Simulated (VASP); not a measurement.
# AlGa3N4 (P-42m) in VASP: a series of runs

AlGa3N4 is run at these levels: PBEsol; tasks: single point.

All numbers are computed with VASP 6.6.1; they aren't measurements. Logs are shortened: lines on timing, memory, paths and dates and some standing lists are left out, and cuts for length are marked.

### Step 1. The cell of the first run

Symmetry: P-42m, No. 111, tetragonal system. Conventional cell: a = 4.334 Å, b = 4.334 Å, c = 4.548 Å, α = 90.00°, β = 90.00°, γ = 90.00°. Al (site symmetry -42m) has 4 N at 1.87 Å within 2.5 Å. Within 2.5 Å of Ga (site symmetry -42m) lie 4 N at 1.92 Å. Ga (site symmetry 222) has 4 N at 1.92 Å within 2.5 Å. N (site symmetry m) has 1 Al at 1.87 Å and 3 Ga at 1.92 Å within 2.5 Å.

### Step 2. Single point, PBEsol (biaxial strain in the a-b plane: -3.0 %)

Contents of INCAR:

```
ALGO = Normal
EDIFF = 1E-7
ENCUT = 520
GGA = PS
ISIF = 2
ISMEAR = 0
LASPH = True
LCHARG = False
LREAL = False
LWAVE = False
NBANDS = 41
NELM = 100
PREC = Accurate
SIGMA = 0.02
```

Contents of KPOINTS:

```
k-points
0
Gamma
  6 6 6
```

Contents of POSCAR:

```
AlGa3N4
1.0
    4.3335990829      0.0000000000      0.0000000000
    0.0000000000      4.3335990829      0.0000000000
    0.0000000000      0.0000000000      4.5480452231
Al Ga N
1 3 4
Direct
    0.0000000000      0.0000000000      0.0000000000
    0.5000000000      0.5000000000      0.0000000000
    0.5000000000      0.0000000000      0.5000000000
    0.0000000000      0.5000000000      0.5000000000
    0.7551711795      0.7551711795      0.2451888876
    0.7551711795      0.2448288205      0.7548111124
    0.2448288205      0.7551711795      0.7548111124
    0.2448288205      0.2448288205      0.2451888876
```

Potentials or basis: VASP PAW PBE potentials, release 64 (Al, Ga_d, N).

On the command line:

```
> cat potpaw_PBE.64/Al/POTCAR potpaw_PBE.64/Ga_d/POTCAR potpaw_PBE.64/N/POTCAR > POTCAR
> mpirun -np 1 vasp_std > vasp.out
```

OUTCAR:

```text
EDIFF = 1E-7
   ENCUT = 520
   GGA = PS
   ISIF = 2
   ISMEAR = 0
   LASPH = True
   LREAL = False
   NELM = 100
   PREC = Accurate

 ion  position               nearest neighbor table
   1  0.000  0.000  0.000-   5 1.87   6 1.87   7 1.87   8 1.87   2 3.06   2 3.06   2 3.06   2 3.06
                             4 3.14   3 3.14   4 3.14   4 3.14   4 3.14   3 3.14   3 3.14   3 3.14
   2  0.500  0.500  0.000-   5 1.92   6 1.92   7 1.92   8 1.92   1 3.06   1 3.06   1 3.06   1 3.06

   3  0.500  0.000  0.500-   5 1.92   6 1.92   7 1.92   8 1.92   1 3.14   1 3.14   1 3.14   1 3.14

   4  0.000  0.500  0.500-   5 1.92   6 1.92   7 1.92   8 1.92   1 3.14   1 3.14   1 3.14   1 3.14

   5  0.755  0.755  0.245-   1 1.87   2 1.92   3 1.92   4 1.92
   6  0.755  0.245  0.755-   1 1.87   2 1.92   3 1.92   4 1.92
   7  0.245  0.755  0.755-   1 1.87   2 1.92   3 1.92   4 1.92
   8  0.245  0.245  0.245-   1 1.87   2 1.92   3 1.92   4 1.92

  LATTYP: Found a simple tetragonal cell.
 ALAT       =     4.3335990829
 C/A-ratio  =     1.0494845361

  Lattice vectors:

 A1 = (   4.3335990829,   0.0000000000,   0.0000000000)
 A2 = (   0.0000000000,   4.3335990829,   0.0000000000)
 A3 = (   0.0000000000,   0.0000000000,   4.5480452231)

Analysis of symmetry for initial positions (statically):
=====================================================================
 Subroutine PRICEL returns:
 Original cell was already a primitive cell.

 Routine SETGRP: Setting up the symmetry group for a
 simple tetragonal supercell.

 Subroutine GETGRP returns: Found  8 space group operations
 (whereof  8 operations were pure point group operations)
 out of a pool of 16 trial point group operations.

The static configuration has the point symmetry D_2d.

Analysis of symmetry for dynamics (positions and initial velocities):
=====================================================================
 Subroutine PRICEL returns:
 Original cell was already a primitive cell.

 Routine SETGRP: Setting up the symmetry group for a
 simple tetragonal supercell.

 Subroutine GETGRP returns: Found  8 space group operations
 (whereof  8 operations were pure point group operations)
 out of a pool of 16 trial point group operations.

The dynamic configuration has the point symmetry D_2d.

 Subroutine INISYM returns: Found  8 space group operations
 (whereof  8 operations are pure point group operations),
 and found     1 'primitive' translations

----------------------------------------------------------------------------------------

                                     Primitive cell

  volume of cell :      85.4127

  direct lattice vectors                    reciprocal lattice vectors
     4.333599083  0.000000000  0.000000000     0.230755079  0.000000000  0.000000000
     0.000000000  4.333599083  0.000000000     0.000000000  0.230755079  0.000000000
     0.000000000  0.000000000  4.548045223     0.000000000  0.000000000  0.219874683

  length of vectors
     4.333599083  4.333599083  4.548045223     0.230755079  0.230755079  0.219874683

  position of ions in fractional coordinates (direct lattice)
     0.000000000  0.000000000  0.000000000
     0.500000000  0.500000000  0.000000000
     0.500000000  0.000000000  0.500000000
     0.000000000  0.500000000  0.500000000
     0.755171180  0.755171180  0.245188888
     0.755171180  0.244828820  0.754811112
     0.244828820  0.755171180  0.754811112
     0.244828820  0.244828820  0.245188888

  ion indices of the primitive-cell ions
   primitive index   ion index
                 1           1
                 2           2
                 3           3
                 4           4
                 5           5
                 6           6
                 7           7
                 8           8

----------------------------------------------------------------------------------------

 KPOINTS: k-points

Automatic generation of k-mesh.
 Grid dimensions read from file:
 generate k-points for:    6    6    6

 Generating k-lattice:

  Cartesian coordinates                     Fractional coordinates (reciprocal lattice)
     0.038459180  0.000000000  0.000000000     0.166666667  0.000000000  0.000000000
     0.000000000  0.038459180  0.000000000     0.000000000  0.166666667  0.000000000
     0.000000000  0.000000000  0.036645780     0.000000000  0.000000000  0.166666667

  Length of vectors
     0.038459180  0.038459180  0.036645780

  Shift w.r.t. Gamma in fractional coordinates (k-lattice)
     0.000000000  0.000000000  0.000000000

 Subroutine IBZKPT returns following result:
 ===========================================

 Found     40 irreducible k-points:

 Following reciprocal coordinates:
            Coordinates               Weight
  0.000000  0.000000  0.000000      1.000000
  0.166667  0.000000  0.000000      4.000000
  0.333333  0.000000  0.000000      4.000000
  0.500000  0.000000  0.000000      2.000000
  0.166667  0.166667  0.000000      4.000000
  0.333333  0.166667  0.000000      8.000000
[... 16 lines left out ...]
  0.333333  0.000000  0.333333      8.000000
  0.500000  0.000000  0.333333      4.000000
 [... further k-points ...]
   k-points           NKPTS =     40   k-points in BZ     NKDIM =     40   number of bands    NBANDS=     41
   number of dos      NEDOS =    301   number of ions     NIONS =      8
   total plane-waves  NPLWV =  36864
   dimension x,y,z NGX =    32 NGY =   32 NGZ =   36
   dimension x,y,z NGXF=    64 NGYF=   64 NGZF=   72
   ions per type =               1   3   4
   NGX,Y,Z   is equivalent  to a cutoff of  12.28, 12.28, 13.16 a.u.
   NGXF,Y,Z  is equivalent  to a cutoff of  24.55, 24.55, 26.32 a.u.
 SYSTEM =  unknown system
   PREC   = accura    normal or accurate (medium, high low for compatibility)
   ISTART =      0    job   : 0-new  1-cont  2-samecut
   ICHARG =      2    charge: 1-file 2-atom 10-const
   ISPIN  =      1    spin polarized calculation?
   LNONCOLLINEAR =      F non collinear calculations
   LSORBIT =      F    spin-orbit coupling
   LASPH  =      T    aspherical Exc in radial PAW
   ENCUT  =  520.0 eV  38.22 Ry    6.18 a.u.   8.06  8.06  8.46*2*pi/ulx,y,z
   NELM   =    100;   NELMIN=  2; NELMDL= -5     # of ELM steps
   EDIFF  = 0.1E-06   stopping-criterion for ELM
   LREAL  =      F    real-space projection
   EDIFFG = 0.1E-05   stopping-criterion for IOM
   NSW    =      0    number of steps for IOM
   IBRION =     -1    ionic relax: 0-MD 1-quasi-New 2-CG
   NFREE  =      0    steps in history (QN), initial steepest desc. (CG)
   ISIF   =      2    stress and relaxation
   ISYM   =      2    0-nonsym 1-usesym 2-fastsym
   POTIM  = 0.5000    time-step for ionic-motion
   TEBEG  =    0.0;   TEEND  =   0.0 temperature during run
   PSTRESS=    0.0 pullay stress
   NELECT =      62.0000    total number of electrons
   NUPDOWN=      -1.0000    fix difference up-down
   EMIN   =  10.00;   EMAX   =-10.00  energy-range for DOS
   EFERMI =   0.00;   METHOD = LEGACY
   ISMEAR =     0;   SIGMA  =   0.02  broadening in eV -4-tet -1-fermi 0-gaus
   EFERMI_NEDOS =   21; number of points for ismear=-14 and -15
   IALGO  =     38    algorithm
   IMIX   =      4    mixing-type and parameters
     AMIX     =   0.40;   BMIX     =  1.00
     AMIX_MAG =   1.60;   BMIX_MAG =  1.00
  volume/ion in A,a.u.               =      10.68        72.05
  Fermi-wavevector in a.u.,A,eV,Ry     =   1.471289  2.780333 29.452413  2.164691
  Thomas-Fermi vector in A             =   2.586443
   LORBIT       =      0    0 simple, 1 ext, 2 COOP (PROOUT), +10 PAW based schemes
   GGA     = PS    functional components
   LHFCALC =     F    Hartree Fock is set to
   AEXX    =    0.0000 exact exchange contribution
   IVDW    =     0    specifies the selected vdW correction
   LEPSILON=     F    determine dielectric tensor
   LRPA    =     F    only Hartree local field effects (RPA)
 non-spin polarized calculation
 Gauss-broadening in eV      SIGMA  =   0.02
  energy-cutoff  :      520.00
  volume of cell :       85.41
 maximum number of plane-waves:      2336
   NGX = 17   NGY = 17   NGZ = 17

 number of electron      62.0000074 magnetization

 Free energy of the ion-electron system (eV)
  ---------------------------------------------------
  ext. energy  EPLUGINS =         0.00000000
  ---------------------------------------------------
  free energy    TOTEN  =       -54.81276718 eV

  energy without entropy =      -54.81276718  energy(sigma->0) =      -54.81276718

 E-fermi :   5.9464     XC(G=0): -11.9687

 val. band max:        5.8564191032   @ k =   0.0000   0.0000   0.0000
 cond. band min:       8.3806734318   @ k =   0.0000   0.0000   0.0000
 fundamental gap:      2.5242543286
 Fermi energy:         5.9463687535

 k-point     1 :       0.0000    0.0000    0.0000
  band No.  band energies     occupation
      1     -10.2534      2.00000
      2      -8.7870      2.00000
      3      -8.7606      2.00000
      4      -8.7606      2.00000
      5      -7.3707      2.00000
      6      -7.3598      2.00000
[... 33 lines left out ...]
     40      16.8285      0.00000
     41      16.9435      0.00000

 k-point     2 :       0.1667    0.0000    0.0000
  band No.  band energies     occupation
      1     -10.1278      2.00000
      2      -8.8076      2.00000
      3      -8.7896      2.00000
      4      -8.7638      2.00000
      5      -7.3587      2.00000
      6      -7.3552      2.00000
[... 33 lines left out ...]
     40      16.8918      0.00000
     41      17.4267      0.00000

 k-point     3 :       0.3333    0.0000    0.0000
  band No.  band energies     occupation
      1      -9.7869      2.00000
      2      -8.9821      2.00000
      3      -8.7950      2.00000
      4      -8.7702      2.00000
      5      -7.3347      2.00000
      6      -7.3245      2.00000
[... 875 lines left out ...]
      2      -8.9674      2.00000
      3      -8.9155      2.00000
      4      -8.8130      2.00000
      5      -7.3270      2.00000
      6      -7.3223      2.00000
[... 33 lines left out ...]
     40      15.6151      0.00000
     41      16.0593      0.00000

 k-point    24 :       0.5000    0.0000    0.3333
  band No.  band energies     occupation
      1      -9.2368      2.00000
      2      -9.0994      2.00000
      3      -8.9134      2.00000
      4      -8.8484      2.00000
      5      -7.3329      2.00000
      6      -7.3089      2.00000
[... 33 lines left out ...]
     40      15.7189      0.00000
     41      15.7205      0.00000

 [... further k-points ...]

------------------------ aborting loop because EDIFF is reached ----------------------------------------

  FORCE on cell =-STRESS in cart. coord.  units (eV):
  Direction    XX          YY          ZZ          XY          YZ          ZX
  --------------------------------------------------------------------------------------
  -------------------------------------------------------------------------------------
  Total        5.7975077      5.7975077      2.2444684      0.0000000      0.0000000      0.0000000
  in kB      108.7501041    108.7501041     42.1019146      0.0000000      0.0000000      0.0000000
  external PRESSURE =      86.5340409 kB  Pullay stress =       0.0000000 kB

 VOLUME and BASIS-vectors are now :
 -----------------------------------------------------------------------------
  energy-cutoff  :      520.00
  volume of cell :       85.41
      direct lattice vectors                 reciprocal lattice vectors
     4.333599083  0.000000000  0.000000000     0.230755079  0.000000000  0.000000000
     0.000000000  4.333599083  0.000000000     0.000000000  0.230755079  0.000000000
     0.000000000  0.000000000  4.548045223     0.000000000  0.000000000  0.219874683

 POSITION                                       TOTAL-FORCE (eV/Angst)
 -----------------------------------------------------------------------------------
      0.00000      0.00000      0.00000        -0.000000      0.000000      0.000000
      2.16680      2.16680      0.00000        -0.000000     -0.000000      0.000000
      2.16680      0.00000      2.27402        -0.000000      0.000000      0.000000
      0.00000      2.16680      2.27402        -0.000000      0.000000     -0.000000
      3.27261      3.27261      1.11513         0.003421      0.003421      0.019209
      3.27261      1.06099      3.43292         0.003421     -0.003421     -0.019209
      1.06099      3.27261      3.43292        -0.003421      0.003421     -0.019209
      1.06099      1.06099      1.11513        -0.003421     -0.003421      0.019209
 -----------------------------------------------------------------------------------
    total drift:                               -0.000000     -0.000000     -0.000000

  FREE ENERGIE OF THE ION-ELECTRON SYSTEM (eV)
  ---------------------------------------------------
  free  energy   TOTEN  =       -54.8127671840 eV

  energy  without entropy=      -54.8127671840  energy(sigma->0) =      -54.81276718
```

Run time: 78 s. Hardware: 1 thread of Intel Xeon 6975P-C (Granite Rapids), shared host; peak memory 0.26 GiB.

Results:

```yaml
Free_energy: -54.8128 eV
Pressure: 8.7 GPa
Largest_force: 0.020 eV/Å
Band_gap_on_the_k_mesh: 2.52 eV
```

Forces in eV/Å, atoms in the order of the input:
```
Al   0.000  0.000  0.000
Ga   0.000  0.000  0.000
Ga   0.000  0.000  0.000
Ga   0.000  0.000  0.000
N    0.003  0.003  0.019
N    0.003 -0.003 -0.019
N   -0.003  0.003 -0.019
N   -0.003 -0.003  0.019
```

Stress tensor (GPa, compression positive):
```
10.88  0.00  0.00
 0.00 10.88  0.00
 0.00  0.00  4.21
```

Caveat: the cell differs from its parent crystal (biaxial strain in the a-b plane: -3.0 %); the stress differs along the axes, from 4 to 11 GPa; the PAW data sets were made with another functional, which shifts forces and pressure a little.

### Step 3. Single point, PBEsol (biaxial strain in the a-b plane: -1.5 %)

Contents of INCAR:

```
PREC = Accurate
ENCUT = 520
EDIFF = 1E-6
ISMEAR = 0
SIGMA = 0.02
LREAL = F
LASPH = T
NELM = 80
ALGO = Normal
ISIF = 2
LWAVE = F
LCHARG = F
GGA = PS
NBANDS = 41
```

Contents of KPOINTS:

```
regular mesh
0
Gamma
  6 6 6
```

Contents of POSCAR:

```
AlGa3N4
1.0
    4.4006135017      0.0000000000      0.0000000000
    0.0000000000      4.4006135017      0.0000000000
    0.0000000000      0.0000000000      4.5078365718
Al Ga N
1 3 4
Direct
    0.0000000000      0.0000000000      0.0000000000
    0.5000000000      0.5000000000      0.0000000000
    0.5000000000      0.0000000000      0.5000000000
    0.0000000000      0.5000000000      0.5000000000
    0.7550309210      0.7550309210      0.2449690790
    0.7550309210      0.2449690790      0.7550309210
    0.2449690790      0.7550309210      0.7550309210
    0.2449690790      0.2449690790      0.2449690790
```

Potentials or basis: VASP PAW PBE potentials, release 64 (Al, Ga_d, N).

On the command line:

```
> cat potpaw_PBE.64/Al/POTCAR potpaw_PBE.64/Ga_d/POTCAR potpaw_PBE.64/N/POTCAR > POTCAR
> mpirun -np 1 vasp_std > vasp.out
```

Run time: 96 s. Hardware: 1 thread of Intel Xeon 6975P-C (Granite Rapids), shared host; peak memory 0.27 GiB.

The run converged. Its results:

```
Free energy            : -54.9305 eV
Pressure               : 4.0 GPa
Largest force          : 0.027 eV/Å
Band gap on the k mesh : 2.42 eV
```

Forces in eV/Å, atoms in the order of the input:
```
Al   0.000  0.000  0.000
Ga   0.000  0.000  0.000
Ga   0.000  0.000  0.000
Ga   0.000  0.000  0.000
N    0.006  0.006  0.025
N    0.006 -0.006 -0.025
N   -0.006  0.006 -0.025
N   -0.006 -0.006  0.025
```

Stress tensor (GPa, compression positive):
```
5.09 0.00 0.00
0.00 5.09 0.00
0.00 0.00 1.92
```

Levels at points of the mesh, in eV from the valence-band top:
| k point | band 28 | band 29 | band 30 | band 31 | band 32 | band 33 | band 34 | band 35 |
| --- | --- | --- | --- | --- | --- | --- | --- | --- |
| (0.00, 0.00, 0.00) | -2.45 | -0.11 | 0.00 | 0.00 | 2.42 | 3.26 | 3.26 | 3.41 |
| (0.50, 0.00, 0.00) | -1.63 | -1.57 | -1.33 | -1.28 | 4.91 | 5.02 | 6.21 | 6.23 |
| (0.50, 0.50, 0.00) | -0.93 | -0.90 | -0.90 | -0.57 | 6.82 | 7.02 | 7.02 | 7.38 |
| (0.00, 0.00, 0.50) | -1.47 | -1.47 | -1.18 | -1.18 | 4.86 | 4.94 | 6.02 | 6.02 |
| (0.50, 0.00, 0.50) | -1.11 | -1.07 | -1.03 | -0.73 | 6.76 | 6.93 | 6.96 | 7.25 |
| (0.50, 0.50, 0.50) | -0.75 | -0.75 | -0.71 | -0.64 | 5.03 | 5.03 | 5.05 | 6.28 |

Caveat: the cell differs from its parent crystal (biaxial strain in the a-b plane: -1.5 %); the cell stands under pressure; the PAW data sets were made with another functional, which shifts forces and pressure a little.
